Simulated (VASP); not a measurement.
# Ti (Cmmm) in VASP: relaxation of cell and atoms with PBE

Aim: the relaxation of cell and atoms of Ti with PBE.

All numbers are computed with VASP 6.6.1; they aren't measurements. Logs are shortened: lines on timing, memory, paths and dates and some standing lists are left out, and cuts for length are marked.

## Step 1: The cell of the first run

It takes space group Cmmm (No. 65, orthorhombic). The conventional cell has a = 5.251 Å, b = 5.396 Å, c = 6.858 Å, α = 90.00°, β = 90.00°, γ = 90.00°. Ti (site symmetry 2) has 7 Ti at 2.63 to 2.78 Å within 3.5 Å. Ti (site symmetry mmm) has 12 Ti at 2.78 to 3.76 Å within 3.8 Å.

## Step 2: Relaxation of cell and atoms, PBE

Input file INCAR:

```
PREC     = Accurate       # precision mode
ENCUT    = 600            # plane-wave cutoff, eV
EDIFF    = 1E-6           # SCF threshold, eV
ISMEAR   = 0              # smearing method
SIGMA    = 0.1            # smearing width, eV
LREAL    = False          # projectors in reciprocal space
LASPH    = True           # aspherical terms in the spheres
NELM     = 100            # most SCF steps
ALGO     = Normal         # electronic algorithm
ISIF     = 3              # what is computed and relaxed
LWAVE    = False          # write WAVECAR
LCHARG   = False          # write CHGCAR
GGA      = PE             # functional
IBRION   = 2              # ionic algorithm
NSW      = 100            # ionic steps
EDIFFG   = -0.01          # ionic threshold
```

Input file KPOINTS:

```
regular mesh
0
Gamma
  10 10 6
```

Input file POSCAR:

```
Ti
1.0
    2.6256015770     -2.6980003007      0.0000000000
    2.6256015770      2.6980003007      0.0000000000
    0.0000000000      0.0000000000      6.8583792805
Ti
5
Direct
    0.5000000000      0.0000000000      0.2987304932
    0.0000000000      0.5000000000      0.7012695068
    0.0000000000      0.5000000000      0.2987304932
    0.5000000000      0.0000000000      0.7012695068
    0.0000000000      0.0000000000      0.0000000000
```

Potentials or basis: VASP PAW PBE potentials, release 64 (Ti_sv).

Started as:

```console
> cat potpaw_PBE.64/Ti_sv/POTCAR > POTCAR
> mpirun -np 1 vasp_std > vasp.out
```

OUTCAR:

```text
PREC = Accurate
   ENCUT = 600
   EDIFF = 1E-6
   ISMEAR = 0
   LREAL = False
   LASPH = True
   NELM = 100
   ISIF = 3
   GGA = PE
   IBRION = 2
   NSW = 100
   EDIFFG = -0.01

 ion  position               nearest neighbor table
   1  0.500  0.000  0.299-   3 2.63   3 2.63   3 2.70   3 2.70   4 2.76   5 2.78   5 2.78
   2  0.000  0.500  0.701-   4 2.63   4 2.63   4 2.70   4 2.70   3 2.76   5 2.78   5 2.78
   3  0.000  0.500  0.299-   1 2.63   1 2.63   1 2.70   1 2.70   2 2.76   5 2.78   5 2.78
   4  0.500  0.000  0.701-   2 2.63   2 2.63   2 2.70   2 2.70   1 2.76   5 2.78   5 2.78
   5  0.000  0.000  0.000-   1 2.78   2 2.78   3 2.78   4 2.78   2 2.78   3 2.78   1 2.78   4 2.78

  LATTYP: Found a base centered orthorhombic cell.
 ALAT       =     5.2512031540
 B/A-ratio  =     1.0275741469
 C/A-ratio  =     1.3060586459

  Lattice vectors:

 A1 = (   2.6256015770,  -2.6980003007,   0.0000000000)
 A2 = (   2.6256015770,   2.6980003007,   0.0000000000)
 A3 = (   0.0000000000,   0.0000000000,   6.8583792805)

Analysis of symmetry for initial positions (statically):
=====================================================================
 Subroutine PRICEL returns:
 Original cell was already a primitive cell.

 Routine SETGRP: Setting up the symmetry group for a
 base centered orthorhombic supercell.

 Subroutine GETGRP returns: Found  8 space group operations
 (whereof  8 operations were pure point group operations)
 out of a pool of  8 trial point group operations.

The static configuration has the point symmetry D_2h.

Analysis of symmetry for dynamics (positions and initial velocities):
=====================================================================
 Subroutine PRICEL returns:
 Original cell was already a primitive cell.

 Routine SETGRP: Setting up the symmetry group for a
 base centered orthorhombic supercell.

 Subroutine GETGRP returns: Found  8 space group operations
 (whereof  8 operations were pure point group operations)
 out of a pool of  8 trial point group operations.

The dynamic configuration has the point symmetry D_2h.

 Subroutine INISYM returns: Found  8 space group operations
 (whereof  8 operations are pure point group operations),
 and found     1 'primitive' translations

----------------------------------------------------------------------------------------

                                     Primitive cell

  volume of cell :      97.1678

  direct lattice vectors                    reciprocal lattice vectors
     2.625601577 -2.698000301  0.000000000     0.190432549 -0.185322440  0.000000000
[... 102 lines left out ...]
   PSTRESS=    0.0 pullay stress
   NELECT =      60.0000    total number of electrons
   NUPDOWN=      -1.0000    fix difference up-down
   EMIN   =  10.00;   EMAX   =-10.00  energy-range for DOS
   EFERMI =   0.00;   METHOD = LEGACY
   ISMEAR =     0;   SIGMA  =   0.10  broadening in eV -4-tet -1-fermi 0-gaus
   EFERMI_NEDOS =   21; number of points for ismear=-14 and -15
   IALGO  =     38    algorithm
   IMIX   =      4    mixing-type and parameters
     AMIX     =   0.40;   BMIX     =  1.00
     AMIX_MAG =   1.60;   BMIX_MAG =  1.00
  volume/ion in A,a.u.               =      19.43       131.14
  Fermi-wavevector in a.u.,A,eV,Ry     =   1.394070  2.634410 26.441974  1.943430
  Thomas-Fermi vector in A             =   2.517655
   LORBIT       =      0    0 simple, 1 ext, 2 COOP (PROOUT), +10 PAW based schemes
   GGA     = PE    functional components
   LHFCALC =     F    Hartree Fock is set to
   AEXX    =    0.0000 exact exchange contribution
   IVDW    =     0    specifies the selected vdW correction
   LEPSILON=     F    determine dielectric tensor
   LRPA    =     F    only Hartree local field effects (RPA)
 conjugate gradient relaxation of ions
 non-spin polarized calculation
 Gauss-broadening in eV      SIGMA  =   0.10
  energy-cutoff  :      600.00
  volume of cell :       97.17
 maximum number of plane-waves:      3275
   NGX = 15   NGY = 15   NGZ = 27

--------------------------------------- Ionic step        1  -------------------------------------------

 number of electron      59.9999994 magnetization

 Free energy of the ion-electron system (eV)
  ---------------------------------------------------
  ext. energy  EPLUGINS =         0.00000000
  ---------------------------------------------------
  free energy    TOTEN  =       -35.35608944 eV

  energy without entropy =      -35.30711991  energy(sigma->0) =      -35.33160468

------------------------ aborting loop because EDIFF is reached ----------------------------------------

  FORCE on cell =-STRESS in cart. coord.  units (eV):
  Direction    XX          YY          ZZ          XY          YZ          ZX
  --------------------------------------------------------------------------------------
  -------------------------------------------------------------------------------------
  Total        0.1256914     -0.3063354     -0.1710242     -0.0000000      0.0000000      0.0000000
  in kB        2.0724962     -5.0510945     -2.8199783     -0.0000000      0.0000000      0.0000000
  external PRESSURE =      -1.9328589 kB  Pullay stress =       0.0000000 kB
[... 299 lines left out ...]
--------------------------------------- Ionic step        9  -------------------------------------------

 number of electron      59.9999992 magnetization

 Free energy of the ion-electron system (eV)
  ---------------------------------------------------
  ext. energy  EPLUGINS =         0.00000000
  ---------------------------------------------------
  free energy    TOTEN  =       -35.36108684 eV

  energy without entropy =      -35.31001959  energy(sigma->0) =      -35.33555322

 E-fermi :   6.8744     XC(G=0): -10.8433

 val. band max:        6.8720463701   @ k =   0.5000   0.3000   0.0000
 cond. band min:       6.8753699579   @ k =   0.4000   0.4000   0.1667
 fundamental gap:      0.0033235878
 Fermi energy:         6.8743586389

 k-point     1 :       0.0000    0.0000    0.0000
  band No.  band energies     occupation
      1     -49.6851      2.00000
      2     -49.6236      2.00000
      3     -49.4451      2.00000
      4     -49.4375      2.00000
      5     -49.4054      2.00000
      6     -26.1966      2.00000
[... 925 lines left out ...]
     35       8.3087      0.00000
     36       8.5353      0.00000

 [... further k-points ...]

------------------------ aborting loop because EDIFF is reached ----------------------------------------

  FORCE on cell =-STRESS in cart. coord.  units (eV):
  Direction    XX          YY          ZZ          XY          YZ          ZX
  --------------------------------------------------------------------------------------
  -------------------------------------------------------------------------------------
  Total        0.0305613     -0.0352230     -0.0392596     -0.0000000      0.0000000      0.0000000
  in kB        0.5054696     -0.5825710     -0.6493347     -0.0000000      0.0000000      0.0000000
  external PRESSURE =      -0.2421454 kB  Pullay stress =       0.0000000 kB
[... 20 lines left out ...]
  FREE ENERGIE OF THE ION-ELECTRON SYSTEM (eV)
  ---------------------------------------------------
  free  energy   TOTEN  =       -35.3610868414 eV

  energy  without entropy=      -35.3100195917  energy(sigma->0) =      -35.33555322

 reached required accuracy - stopping structural energy minimisation
```

OSZICAR:

```text
N       E                     dE             d eps       ncg     rms          rms(c)
DAV:   1     0.840722612944E+03    0.84072E+03   -0.33708E+04  8928   0.223E+03
DAV:   2     0.682339341459E+02   -0.77249E+03   -0.76358E+03  8928   0.645E+02
DAV:   3    -0.240070133537E+02   -0.92241E+02   -0.89549E+02 14916   0.190E+02
[... 92 lines left out ...]
DAV:   4    -0.353610605779E+02    0.28123E-03   -0.17783E-03 13172   0.397E-01    0.202E-02
DAV:   5    -0.353610739295E+02   -0.13352E-04   -0.13776E-04 12608   0.853E-02    0.118E-02
DAV:   6    -0.353610808208E+02   -0.68914E-05   -0.13927E-05 13384   0.229E-02    0.923E-03
DAV:   7    -0.353610864992E+02   -0.56784E-05   -0.12667E-05 11360   0.268E-02    0.430E-03
DAV:   8    -0.353610868414E+02   -0.34221E-06   -0.30576E-06  8584   0.145E-02
   9 F= -.35361087E+02 E0= -.35335553E+02  d E =-.542967E-04
```

CONTCAR:

```text
Ti
   1.00000000000000
     2.6533951609269013   -2.6634681930072843    0.0000000000000000
     2.6533951609269013    2.6634681930072843    0.0000000000000000
     0.0000000000000000    0.0000000000000000    6.8534380247892308
  Ti
     5
Direct
     0.5000000000000000    0.0000000000000000    0.3007087315031683
     0.0000000000000000    0.5000000000000000    0.6992912684968318
     0.0000000000000000    0.5000000000000000    0.3007087315031683
     0.5000000000000000    0.0000000000000000    0.6992912684968318
     0.0000000000000000    0.0000000000000000    0.0000000000000000

  0.00000000E+00  0.00000000E+00  0.00000000E+00
  0.00000000E+00  0.00000000E+00  0.00000000E+00
  0.00000000E+00  0.00000000E+00  0.00000000E+00
  0.00000000E+00  0.00000000E+00  0.00000000E+00
  0.00000000E+00  0.00000000E+00  0.00000000E+00
```

It took 60 min on 1 thread of Intel Xeon 6975P-C (Granite Rapids), shared host; peak memory 0.49 GiB.

What came out:

```
Free energy                           : -35.3611 eV
Relaxed volume                        : 19.37 Å³/atom
Relaxed cell                          : a = 3.760 Å, b = 3.760 Å, c = 6.853 Å, α = 90.00°, β = 90.00°, γ = 90.22°
Space group after relaxing (to 0.1 Å) : P4/mmm (No. 123)
Energy gained by relaxing             : 1.0 meV/atom
Ionic steps                           : 9
Pressure after relaxing               : 0.0 GPa
Largest force after relaxing          : 0.004 eV/Å
Band gap on the k mesh                : zero (bands 30 and 31 overlap by 0.96 eV)
```

Forces in eV/Å, atoms in the order of the input:
```
Ti   0.000  0.000 -0.004
Ti   0.000  0.000  0.004
Ti   0.000  0.000 -0.004
Ti   0.000  0.000  0.004
Ti   0.000  0.000  0.000
```

Step by step:
| step | energy change (eV) | largest force (eV/Å) | pressure (GPa) | volume (Å³) |
| --- | --- | --- | --- | --- |
| 1 | 0.0000 | 0.0753 | -0.19 | 97.17 |
| 2 | -0.0019 | 0.0535 | 0.02 | 96.84 |
| 3 | -0.0030 | 0.0150 | 0.46 | 96.27 |
| 4 | -0.0041 | 0.0042 | 0.30 | 96.49 |
| 5 | -0.0046 | 0.0241 | 0.10 | 96.72 |
| 6 | -0.0046 | 0.0274 | 0.07 | 96.77 |
| 7 | -0.0048 | 0.0180 | 0.01 | 96.85 |
| 8 | -0.0049 | 0.0064 | -0.06 | 96.94 |
| 9 | -0.0050 | 0.0035 | -0.02 | 96.87 |

Final structure:
```yaml
crystal:
  lattice:
    - [2.65340, -2.66347, 0.00000]
    - [2.65340, 2.66347, 0.00000]
    - [0.00000, 0.00000, 6.85344]
  atoms:
    - { symbol: Ti, position: [0.50000, 0.00000, 0.30071] }
    - { symbol: Ti, position: [0.00000, 0.50000, 0.69929] }
    - { symbol: Ti, position: [0.00000, 0.50000, 0.30071] }
    - { symbol: Ti, position: [0.50000, 0.00000, 0.69929] }
    - { symbol: Ti, position: [0.00000, 0.00000, 0.00000] }
```

Levels at points of the mesh, in eV from the Fermi level:
| k point | band 27 | band 28 | band 29 | band 30 | band 31 | band 32 | band 33 | band 34 |
| --- | --- | --- | --- | --- | --- | --- | --- | --- |
| (0.00, 0.00, 0.00) | -0.83 | -0.73 | -0.73 | -0.52 | -0.48 | -0.28 | -0.27 | 1.99 |
| (0.50, 0.00, 0.00) | -0.68 | -0.20 | 0.01 | 0.24 | 0.36 | 0.63 | 0.64 | 0.94 |
| (0.50, 0.50, 0.00) | -0.63 | -0.57 | -0.14 | -0.12 | 0.09 | 0.37 | 0.82 | 0.85 |
| (0.00, 0.00, 0.50) | -1.00 | -0.97 | -0.86 | -0.74 | -0.30 | 0.85 | 0.88 | 1.16 |
| (0.50, 0.00, 0.50) | -0.34 | -0.29 | 0.06 | 0.32 | 0.55 | 0.63 | 0.66 | 0.68 |
| (0.50, 0.50, 0.50) | -0.62 | -0.59 | 0.11 | 0.13 | 0.91 | 0.94 | 1.03 | 1.39 |
